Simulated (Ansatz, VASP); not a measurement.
## Two plane-wave programs on Rh

The input INCAR:

```
PREC = Accurate ; ENCUT = 520
EDIFF = 1E-6 ; ISMEAR = 0
SIGMA = 0.15 ; LREAL = False
LASPH = True ; NELM = 100
ALGO = Fast ; ISIF = 2
LWAVE = False ; LCHARG = True
LELF = True ; LVHAR = True
NBANDS = 22
```

KPOINTS

```
Automatic mesh
0
Gamma
  12 12 8
```

POSCAR

```
Rh
1.0
    2.6699683996      0.0000000000      0.0000000000
   -1.3349841998      2.3122604613      0.0000000000
    0.0000000000      0.0000000000      4.2988893680
Rh
2
Direct
    0.6622424905      0.3335786442      0.7503767343
    0.3377575095      0.6664213558      0.2496232657
```

Input for Ansatz:

```yaml
crystal:
  lattice:
    - [2.6699683996, 0.0, 0.0]
    - [-1.3349841998, 2.3122604613, 0.0]
    - [0.0, 0.0, 4.298889368]
  atoms:
    - { symbol: Rh, position: [0.6622424905, 0.3335786442, 0.7503767343] }
    - { symbol: Rh, position: [0.3377575095, 0.6664213558, 0.2496232657] }
basis:
  ecutwfc: 420
kpoints:
  mp_grid: { grid: [12, 12, 8] }
hamiltonian:
  xc: lda
scf:
  occupations: { method: gaussian, width: 0.15 }
output:
  forces: true
  stress: true
  eigenvalues: true
```

Change from the starting cell: all atoms moved at random, sigma 0.02 Å a component.

Alike in both runs: task single point; functional LDA; k mesh 12 × 12 × 8; occupations gaussian, width 0.15 eV; no spin polarisation.

|  | VASP | Ansatz |
| --- | --- | --- |
| version | VASP 6.6.1 | Ansatz 0.2.0 |
| potentials or method | VASP PAW LDA potentials, release 64 (Rh_pv), cutoff 520 eV | scalar-relativistic, plane waves, PAW |
| valence electrons in the cell | 30 | 34 |

|  | VASP | Ansatz | Ansatz less VASP |
| --- | --- | --- | --- |
| gap on the k mesh at the Fermi level (eV) | none | none | - |
| pressure (GPa) | 1.1 | 0.2 | -0.94 |
| traceless stress, the component that is largest in VASP (GPa) | 0.66 | 0.65 | -0.011 |
| rms of the force components (eV/Å) | 0.073 | 0.072 | -0.0004 |

LDA's correlation is that of Perdew and Zunger in VASP and of Perdew and Wang (1992) in Ansatz. Atom by atom the forces differ by 0.001 eV/Å (rms over components). A gap of «none» marks a metal or a gap that the smearing closes. VASP's potentials hold 30 valence electrons a cell and Ansatz's 34, so a difference there can come from the potentials and not from the codes.
